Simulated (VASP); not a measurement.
KTi:

```
CELL_PARAMETERS angstrom
3.74557 0.00000 0.00000
0.00000 3.74557 0.00000
0.00000 0.00000 3.74557
ATOMIC_POSITIONS crystal
K 0.00000 0.00000 0.00000
Ti 0.50000 0.50000 0.50000
```

- Program: VASP 6.6.1
- Task: relaxation of cell and atoms
- Functional: PBE
- Potentials or basis: VASP PAW PBE potentials, release 64 (K_sv, Ti_sv)
- Cutoff: 600 eV
- k mesh: 4 × 4 × 4
- Occupations: gaussian, width 0.1 eV
- Spin: no spin polarisation

At the start: pressure 5.4 GPa; volume 26.27 Å³/atom.

How do energy, volume and symmetry change on relaxing?

Over 4 steps the energy falls by 89.4 meV/atom and the volume is 32.57 Å³/atom (+24.0 %); space group Pm-3m (No. 221, to 0.05 Å).

The path:
```csv
step,energy change (eV),largest force (eV/Å),pressure (GPa),volume (Å³)
1,0.0000,0.0000,5.39,52.55
2,-0.1508,0.0000,1.79,59.56
3,-0.1740,0.0000,-0.61,67.38
4,-0.1788,0.0000,-0.06,65.14
```

Final structure:
```cif
data_structure
_symmetry_space_group_name_H-M 'P 1'
_symmetry_Int_Tables_number 1
_cell_length_a 4.0235
_cell_length_b 4.0235
_cell_length_c 4.0235
_cell_angle_alpha 90.000
_cell_angle_beta 90.000
_cell_angle_gamma 90.000
_cell_volume 65.14
loop_
_atom_site_label
_atom_site_type_symbol
_atom_site_fract_x
_atom_site_fract_y
_atom_site_fract_z
_atom_site_occupancy
K1 K 0.00000 0.00000 0.00000 1
Ti1 Ti 0.50000 0.50000 0.50000 1
```

Caveat: the k points lie up to 0.39 Å⁻¹ apart in the final cell; the volume moved by over 15 % at a fixed basis, so the end points are rough.
